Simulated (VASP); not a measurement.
# Li2O in VASP: notebook, part 2 of 2

VASP 6.6.1. Earlier steps stand in the parts before.

### 5 Single point, PBEsol (z stretched by -0.5 %, x and y held)

File INCAR:

```
SYSTEM = Li2O
PREC = Accurate ; ENCUT = 750
EDIFF = 1E-6 ; ISMEAR = 0
SIGMA = 0.01 ; LREAL = .False.
LASPH = .True. ; NELM = 120
ALGO = Normal ; ISIF = 2
LWAVE = .False. ; LCHARG = .False.
GGA = PS ; NBANDS = 13
GGA_COMPAT = .False.
```

File KPOINTS:

```
Automatic mesh
0
Gamma
  8 8 8
  0 0 0
```

File POSCAR:

```
Li2O
1.0
    0.0000000000      2.2899348936      2.2784852191
    2.2899348936      0.0000000000      2.2784852191
    2.2899348936      2.2899348936      0.0000000000
Li O
2 1
Direct
    0.2500000000      0.2500000000      0.2500000000
    0.7500000000      0.7500000000      0.7500000000
    0.0000000000      0.0000000000      0.0000000000
```

Potentials or basis: VASP PAW PBE potentials, release 64 (Li_sv, O).

Run with:

```bash
$ cat potpaw_PBE.64/Li_sv/POTCAR potpaw_PBE.64/O/POTCAR > POTCAR
$ mpirun -np 1 vasp_std > vasp.out
```

OUTCAR:

```text
SYSTEM = Li2O
   PREC = Accurate
   ENCUT = 750
   EDIFF = 1E-6
   ISMEAR = 0
   LREAL = .False.
   LASPH = .True.
   NELM = 120
   ISIF = 2
   GGA = PS

 ion  position               nearest neighbor table
   1  0.250  0.250  0.250-   3 1.98   3 1.98   3 1.98   3 1.98   2 2.28   2 2.28   2 2.29   2 2.29
                             2 2.29   2 2.29
   2  0.750  0.750  0.750-   3 1.98   3 1.98   3 1.98   3 1.98   1 2.28   1 2.28   1 2.29   1 2.29
                             1 2.29   1 2.29
   3  0.000  0.000  0.000-   2 1.98   2 1.98   1 1.98   1 1.98   2 1.98   1 1.98   2 1.98   1 1.98

  LATTYP: Found a body centered tetragonal cell.
 ALAT       =     3.2384569835
 C/A-ratio  =     1.4071424945

  Lattice vectors:

 A1 = (   0.0000000000,  -2.2899348936,  -2.2784852191)
 A2 = (   0.0000000000,   2.2899348936,  -2.2784852191)
 A3 = (   2.2899348936,   0.0000000000,   2.2784852191)

Analysis of symmetry for initial positions (statically):
=====================================================================
 Subroutine PRICEL returns:
 Original cell was already a primitive cell.

 Routine SETGRP: Setting up the symmetry group for a
 body centered tetragonal supercell.

 Subroutine GETGRP returns: Found 16 space group operations
 (whereof 16 operations were pure point group operations)
 out of a pool of 16 trial point group operations.

The static configuration has the point symmetry D_4h.

Analysis of symmetry for dynamics (positions and initial velocities):
=====================================================================
 Subroutine PRICEL returns:
 Original cell was already a primitive cell.

 Routine SETGRP: Setting up the symmetry group for a
 body centered tetragonal supercell.

 Subroutine GETGRP returns: Found 16 space group operations
 (whereof 16 operations were pure point group operations)
 out of a pool of 16 trial point group operations.

The dynamic configuration has the point symmetry D_4h.

 Subroutine INISYM returns: Found 16 space group operations
 (whereof 16 operations are pure point group operations),
 and found     1 'primitive' translations

----------------------------------------------------------------------------------------

                                     Primitive cell

  volume of cell :      23.8958

  direct lattice vectors                    reciprocal lattice vectors
     0.000000000  2.289934894  2.278485219    -0.218346819  0.218346819  0.219444039
     2.289934894  0.000000000  2.278485219     0.218346819 -0.218346819  0.219444039
     2.289934894  2.289934894  0.000000000     0.218346819  0.218346819 -0.219444039

  length of vectors
     3.230370987  3.230370987  3.238456983     0.378822324  0.378822324  0.378822324

  position of ions in fractional coordinates (direct lattice)
     0.250000000  0.250000000  0.250000000
     0.750000000  0.750000000  0.750000000
     0.000000000  0.000000000  0.000000000

  ion indices of the primitive-cell ions
   primitive index   ion index
                 1           1
                 2           2
                 3           3

----------------------------------------------------------------------------------------

 KPOINTS: Automatic mesh

Automatic generation of k-mesh.
 Grid dimensions read from file:
 generate k-points for:    8    8    8

 Generating k-lattice:

[... 43 lines left out ...]
   k-points           NKPTS =     59   k-points in BZ     NKDIM =     59   number of bands    NBANDS=     13
   number of dos      NEDOS =    301   number of ions     NIONS =      3
   total plane-waves  NPLWV =  27000
   dimension x,y,z NGX =    30 NGY =   30 NGZ =   30
   dimension x,y,z NGXF=    60 NGYF=   60 NGZF=   60
   ions per type =               2   1
   NGX,Y,Z   is equivalent  to a cutoff of  15.44, 15.44, 15.40 a.u.
   NGXF,Y,Z  is equivalent  to a cutoff of  30.88, 30.88, 30.80 a.u.
 SYSTEM =  Li2O
   PREC   = accura    normal or accurate (medium, high low for compatibility)
   ISTART =      0    job   : 0-new  1-cont  2-samecut
   ICHARG =      2    charge: 1-file 2-atom 10-const
   ISPIN  =      1    spin polarized calculation?
   LNONCOLLINEAR =      F non collinear calculations
   LSORBIT =      F    spin-orbit coupling
   LASPH  =      T    aspherical Exc in radial PAW
   ENCUT  =  750.0 eV  55.12 Ry    7.42 a.u.   7.21  7.21  7.23*2*pi/ulx,y,z
   NELM   =    120;   NELMIN=  2; NELMDL= -5     # of ELM steps
   EDIFF  = 0.1E-05   stopping-criterion for ELM
   LREAL  =      F    real-space projection
   EDIFFG = 0.1E-04   stopping-criterion for IOM
   NSW    =      0    number of steps for IOM
   IBRION =     -1    ionic relax: 0-MD 1-quasi-New 2-CG
   NFREE  =      0    steps in history (QN), initial steepest desc. (CG)
   ISIF   =      2    stress and relaxation
   ISYM   =      2    0-nonsym 1-usesym 2-fastsym
   POTIM  = 0.5000    time-step for ionic-motion
   TEBEG  =    0.0;   TEEND  =   0.0 temperature during run
   PSTRESS=    0.0 pullay stress
   NELECT =      12.0000    total number of electrons
   NUPDOWN=      -1.0000    fix difference up-down
   EMIN   =  10.00;   EMAX   =-10.00  energy-range for DOS
   EFERMI =   0.00;   METHOD = LEGACY
   ISMEAR =     0;   SIGMA  =   0.01  broadening in eV -4-tet -1-fermi 0-gaus
   EFERMI_NEDOS =   21; number of points for ismear=-14 and -15
   IALGO  =     38    algorithm
   IMIX   =      4    mixing-type and parameters
     AMIX     =   0.40;   BMIX     =  1.00
     AMIX_MAG =   1.60;   BMIX_MAG =  1.00
  volume/ion in A,a.u.               =       7.97        53.75
  Fermi-wavevector in a.u.,A,eV,Ry     =   1.301251  2.459008 23.038123  1.693254
  Thomas-Fermi vector in A             =   2.432397
   LORBIT       =      0    0 simple, 1 ext, 2 COOP (PROOUT), +10 PAW based schemes
   GGA     = PS    functional components
   LHFCALC =     F    Hartree Fock is set to
   AEXX    =    0.0000 exact exchange contribution
   IVDW    =     0    specifies the selected vdW correction
   LEPSILON=     F    determine dielectric tensor
   LRPA    =     F    only Hartree local field effects (RPA)
 non-spin polarized calculation
 Gauss-broadening in eV      SIGMA  =   0.01
  energy-cutoff  :      750.00
  volume of cell :       23.90
 maximum number of plane-waves:      1132
 NGX is ok and might be reduce to    30
   NGX = 15   NGY = 15   NGZ = 15

 number of electron      12.0000003 magnetization

 Free energy of the ion-electron system (eV)
  ---------------------------------------------------
  ext. energy  EPLUGINS =         0.00000000
  ---------------------------------------------------
  free energy    TOTEN  =       -14.75610975 eV

  energy without entropy =      -14.75610975  energy(sigma->0) =      -14.75610975

 E-fermi :   1.5173     XC(G=0): -10.0546

 val. band max:        1.3960029521   @ k =   0.0000   0.0000   0.0000
 cond. band min:       6.2548187592   @ k =   0.5000   0.5000   0.0000
 fundamental gap:      4.8588158072
 Fermi energy:         1.5172716396

 k-point     1 :       0.0000    0.0000    0.0000
  band No.  band energies     occupation
      1     -40.8273      2.00000
      2     -40.4411      2.00000
      3     -14.0183      2.00000
      4       1.3804      2.00000
      5       1.3804      2.00000
      6       1.3960      2.00000
      7       6.7699      0.00000
      8      13.3304      0.00000
      9      13.3771      0.00000
     10      13.3771      0.00000
     11      20.4810      0.00000
     12      20.4810      0.00000
     13      20.6552      0.00000
[... 354 lines left out ...]
  band No.  band energies     occupation
      1     -40.7117      2.00000
      2     -40.5295      2.00000
      3     -13.8359      2.00000
      4      -0.8158      2.00000
      5       0.7633      2.00000
      6       0.9122      2.00000
      7       8.7726      0.00000
      8      12.7828      0.00000
      9      13.8246      0.00000
     10      14.5585      0.00000
     11      17.1594      0.00000
     12      20.5036      0.00000
     13      23.7217      0.00000

 [... further k-points ...]
[... 5 lines left out ...]
  --------------------------------------------------------------------------------------
  -------------------------------------------------------------------------------------
  Total        0.0328302      0.0328302      0.1741227      0.0000000      0.0000000      0.0000000
  in kB        2.2012116      2.2012116     11.6746377      0.0000000      0.0000000      0.0000000
  external PRESSURE =       5.3590203 kB  Pullay stress =       0.0000000 kB

 VOLUME and BASIS-vectors are now :
 -----------------------------------------------------------------------------
  energy-cutoff  :      750.00
  volume of cell :       23.90
      direct lattice vectors                 reciprocal lattice vectors
     0.000000000  2.289934894  2.278485219    -0.218346819  0.218346819  0.219444039
     2.289934894  0.000000000  2.278485219     0.218346819 -0.218346819  0.219444039
     2.289934894  2.289934894  0.000000000     0.218346819  0.218346819 -0.219444039

 POSITION                                       TOTAL-FORCE (eV/Angst)
 -----------------------------------------------------------------------------------
      1.14497      1.14497      1.13924         0.000000      0.000000      0.000000
      3.43490      3.43490      3.41773        -0.000000     -0.000000     -0.000000
      0.00000      0.00000      0.00000        -0.000000     -0.000000     -0.000000
 -----------------------------------------------------------------------------------
    total drift:                                0.000000     -0.000000      0.000000

  FREE ENERGIE OF THE ION-ELECTRON SYSTEM (eV)
  ---------------------------------------------------
  free  energy   TOTEN  =       -14.7561097472 eV

  energy  without entropy=      -14.7561097472  energy(sigma->0) =      -14.75610975
```

OSZICAR:

```text
N       E                     dE             d eps       ncg     rms          rms(c)
DAV:   1     0.556922643047E+02    0.55692E+02   -0.71648E+03  1534   0.126E+03
DAV:   2    -0.106595584524E+02   -0.66352E+02   -0.63300E+02  1861   0.268E+02
DAV:   3    -0.163244420290E+02   -0.56649E+01   -0.56121E+01  2856   0.553E+01
DAV:   4    -0.163720355318E+02   -0.47594E-01   -0.47590E-01  1711   0.667E+00
DAV:   5    -0.163724129736E+02   -0.37744E-03   -0.37743E-03  2220   0.449E-01    0.701E+00
DAV:   6    -0.148083615836E+02    0.15641E+01   -0.72655E+00  1619   0.143E+01    0.275E+00
DAV:   7    -0.147685704633E+02    0.39791E-01   -0.17155E-01  1920   0.297E+00    0.147E+00
DAV:   8    -0.147576010413E+02    0.10969E-01   -0.68409E-02  1564   0.250E+00    0.402E-01
DAV:   9    -0.147558745533E+02    0.17265E-02   -0.59170E-03  1996   0.646E-01    0.115E-01
DAV:  10    -0.147561277356E+02   -0.25318E-03   -0.52052E-04  1749   0.200E-01    0.436E-02
DAV:  11    -0.147561094455E+02    0.18290E-04   -0.43566E-05  1997   0.716E-02    0.110E-02
DAV:  12    -0.147561097472E+02   -0.30165E-06   -0.49962E-06  1922   0.251E-02
   1 F= -.14756110E+02 E0= -.14756110E+02  d E =-.149416E-68
```

Wall time 16 s (1 thread of Intel Xeon 6975P-C (Granite Rapids), shared host); peak memory 0.17 GiB.

Results:

| Quantity | Value |
| --- | --- |
| Free energy | -14.7561 eV |
| Pressure | 0.5 GPa |
| Band gap on the k mesh | 4.86 eV, indirect (least direct gap 5.37 eV) |

Stress tensor (GPa, compression positive):
```
0.22 0.00 0.00
0.00 0.22 0.00
0.00 0.00 1.17
```

Caveat: the cell differs from its parent crystal (z stretched by -0.5 %, x and y held); the PAW data sets were made with another functional, which shifts forces and pressure a little. A k mesh can miss the band edges.

### 6 Single point, PBEsol (z stretched by +0.5 %, x and y held)

File INCAR:

```
  ALGO = Normal
  EDIFF = 1E-6
  ENCUT = 750
  GGA = PS
  GGA_COMPAT = False
  ISIF = 2
  ISMEAR = 0
  LASPH = True
  LCHARG = False
  LREAL = False
  LWAVE = False
  NBANDS = 13
  NELM = 120
  PREC = Accurate
  SIGMA = 0.01
```

File KPOINTS:

```
k-points
0
Gamma
  8 8 8
```

File POSCAR:

```
Li2O
1.0
    0.0000000000      2.2899348936      2.3013845680
    2.2899348936      0.0000000000      2.3013845680
    2.2899348936      2.2899348936      0.0000000000
Li O
2 1
Direct
    0.2500000000      0.2500000000      0.2500000000
    0.7500000000      0.7500000000      0.7500000000
    0.0000000000      0.0000000000      0.0000000000
```

Potentials or basis: VASP PAW PBE potentials, release 64 (Li_sv, O).

Run with:

```bash
$ cat potpaw_PBE.64/Li_sv/POTCAR potpaw_PBE.64/O/POTCAR > POTCAR
$ mpirun -np 1 vasp_std > vasp.out
```

OUTCAR:

```text
EDIFF = 1E-6
   ENCUT = 750
   GGA = PS
   ISIF = 2
   ISMEAR = 0
   LASPH = True
   LREAL = False
   NELM = 120
   PREC = Accurate

 ion  position               nearest neighbor table
   1  0.250  0.250  0.250-   3 1.99   3 1.99   3 1.99   3 1.99   2 2.29   2 2.29   2 2.29   2 2.29
                             2 2.30   2 2.30
   2  0.750  0.750  0.750-   3 1.99   3 1.99   3 1.99   3 1.99   1 2.29   1 2.29   1 2.29   1 2.29
                             1 2.30   1 2.30
   3  0.000  0.000  0.000-   2 1.99   1 1.99   2 1.99   1 1.99   2 1.99   2 1.99   1 1.99   1 1.99

  LATTYP: Found a body centered tetragonal cell.
 ALAT       =     3.2384569835
 C/A-ratio  =     1.4212846301

  Lattice vectors:

 A1 = (  -2.2899348936,   0.0000000000,   2.3013845680)
 A2 = (   2.2899348936,   0.0000000000,   2.3013845680)
 A3 = (   0.0000000000,   2.2899348936,  -2.3013845680)

Analysis of symmetry for initial positions (statically):
=====================================================================
 Subroutine PRICEL returns:
 Original cell was already a primitive cell.

 Routine SETGRP: Setting up the symmetry group for a
 body centered tetragonal supercell.
[... 178 lines left out ...]
  band No.  band energies     occupation
      1     -40.8987      2.00000
      2     -40.5245      2.00000
      3     -14.0563      2.00000
      4       1.3213      2.00000
      5       1.3368      2.00000
      6       1.3368      2.00000
      7       6.6401      0.00000
      8      13.2371      0.00000
      9      13.2371      0.00000
     10      13.2834      0.00000
     11      20.2667      0.00000
     12      20.4382      0.00000
     13      20.4382      0.00000
[... 354 lines left out ...]
  band No.  band energies     occupation
      1     -40.7856      2.00000
      2     -40.6114      2.00000
      3     -13.8725      2.00000
      4      -0.8554      2.00000
      5       0.7046      2.00000
      6       0.8711      2.00000
      7       8.6570      0.00000
      8      12.6629      0.00000
      9      13.6841      0.00000
     10      14.4382      0.00000
     11      17.0150      0.00000
     12      20.3289      0.00000
     13      23.5094      0.00000

 [... further k-points ...]
[... 5 lines left out ...]
  --------------------------------------------------------------------------------------
  -------------------------------------------------------------------------------------
  Total       -0.0002780     -0.0002780     -0.1419525      0.0000000      0.0000000      0.0000000
  in kB       -0.0184554     -0.0184554     -9.4229802      0.0000000      0.0000000      0.0000000
  external PRESSURE =      -3.1532970 kB  Pullay stress =       0.0000000 kB

 VOLUME and BASIS-vectors are now :
 -----------------------------------------------------------------------------
  energy-cutoff  :      750.00
  volume of cell :       24.14
      direct lattice vectors                 reciprocal lattice vectors
     0.000000000  2.289934894  2.301384568    -0.218346819  0.218346819  0.217260517
     2.289934894  0.000000000  2.301384568     0.218346819 -0.218346819  0.217260517
     2.289934894  2.289934894  0.000000000     0.218346819  0.218346819 -0.217260517

 POSITION                                       TOTAL-FORCE (eV/Angst)
 -----------------------------------------------------------------------------------
      1.14497      1.14497      1.15069         0.000000      0.000000      0.000000
      3.43490      3.43490      3.45208        -0.000000     -0.000000      0.000000
      0.00000      0.00000      0.00000        -0.000000     -0.000000      0.000000
 -----------------------------------------------------------------------------------
    total drift:                                0.000000     -0.000000      0.000000

  FREE ENERGIE OF THE ION-ELECTRON SYSTEM (eV)
  ---------------------------------------------------
  free  energy   TOTEN  =       -14.7567600020 eV

  energy  without entropy=      -14.7567600020  energy(sigma->0) =      -14.75676000
```

OSZICAR:

```text
N       E                     dE             d eps       ncg     rms          rms(c)
DAV:   1     0.551877163609E+02    0.55188E+02   -0.70345E+03  1534   0.127E+03
DAV:   2    -0.105663103823E+02   -0.65754E+02   -0.62589E+02  1847   0.264E+02
DAV:   3    -0.162977869658E+02   -0.57315E+01   -0.56757E+01  2874   0.557E+01
DAV:   4    -0.163706603827E+02   -0.72873E-01   -0.72858E-01  1782   0.704E+00
DAV:   5    -0.163713199636E+02   -0.65958E-03   -0.65958E-03  2170   0.501E-01    0.700E+00
DAV:   6    -0.148110909601E+02    0.15602E+01   -0.73059E+00  1614   0.143E+01    0.277E+00
DAV:   7    -0.147697208285E+02    0.41370E-01   -0.17589E-01  1887   0.299E+00    0.147E+00
DAV:   8    -0.147582639218E+02    0.11457E-01   -0.68761E-02  1569   0.251E+00    0.404E-01
DAV:   9    -0.147565245743E+02    0.17393E-02   -0.58990E-03  1991   0.646E-01    0.116E-01
DAV:  10    -0.147567790189E+02   -0.25444E-03   -0.52474E-04  1749   0.200E-01    0.446E-02
DAV:  11    -0.147567597071E+02    0.19312E-04   -0.45133E-05  1979   0.726E-02    0.111E-02
DAV:  12    -0.147567600020E+02   -0.29492E-06   -0.50698E-06  1915   0.253E-02
   1 F= -.14756760E+02 E0= -.14756760E+02  d E =-.138172E-25
```

stdout:

```text
POSCAR found type information on POSCAR LiO
 POSCAR found :  2 types and       3 ions
 scaLAPACK will be used
 -----------------------------------------------------------------------------
|                                                                             |
|                                                                             |
|     You enforced a specific xc type in the INCAR file but a different       |
|     I HOPE YOU KNOW WHAT YOU ARE DOING!                                     |
|                                                                             |
 -----------------------------------------------------------------------------

 LDA part: xc-table for (Slater+PW92), standard interpolation
 POSCAR, INCAR and KPOINTS ok, starting setup
 FFT: planning ... GRIDC
 FFT: planning ... GRID_SOFT
 FFT: planning ... GRID
 WAVECAR not read
 entering main loop
```

Run time: 16 s. Hardware: 1 thread of Intel Xeon 6975P-C (Granite Rapids), shared host; peak memory 0.17 GiB.

Results:

| Quantity | Value |
| --- | --- |
| Free energy | -14.7568 eV |
| Pressure | -0.3 GPa |
| Band gap on the k mesh | 4.85 eV, indirect (least direct gap 5.30 eV) |

Stress tensor (GPa, compression positive):
```
 0.00  0.00  0.00
 0.00  0.00  0.00
 0.00  0.00 -0.94
```

Levels at points of the mesh, in eV from the valence-band top:
```
           k point  band 3  band 4  band 5  band 6  band 7  band 8  band 9  band 10
(0.00, 0.00, 0.00)  -15.39   -0.02    0.00    0.00    5.30   11.90   11.90    11.95
(0.50, 0.00, 0.00)  -15.16   -2.87   -0.48   -0.45    9.22    9.92   12.00    12.07
(0.50, 0.50, 0.00)  -15.12   -1.65   -1.42   -1.42    4.87   13.62   13.62    14.83
(0.50, 0.00, 0.50)  -15.12   -1.63   -1.45   -1.45    4.85   13.54   13.65    14.92
```

Caveat: the cell differs from its parent crystal (z stretched by +0.5 %, x and y held); the PAW data sets were made with another functional, which shifts forces and pressure a little.

### 7 Overview

```tsv
cell	gap on the mesh (eV)	pressure (GPa)
a = 3.238 Å, angles 60.0°, 3 atoms	4.87	0.1
a = 3.230, b = 3.230, c = 3.238 Å, angles 59.9, 59.9, 60.2°, 3 atoms	4.86	0.5
a = 3.247, b = 3.247, c = 3.238 Å, angles 60.1, 60.1, 59.8°, 3 atoms	4.85	-0.3
```

Alike in all rows: task single point; level PBEsol; potentials or basis VASP PAW PBE potentials, release 64 (Li_sv, O); no spin polarisation; k mesh 8 × 8 × 8; cutoff (eV) 750; smearing gaussian 0.01 eV.

Caveats: the PAW data sets were made with another functional, which shifts forces and pressure a little.

Total energies depend on the potentials used, so only differences within one code and one set of settings carry meaning.
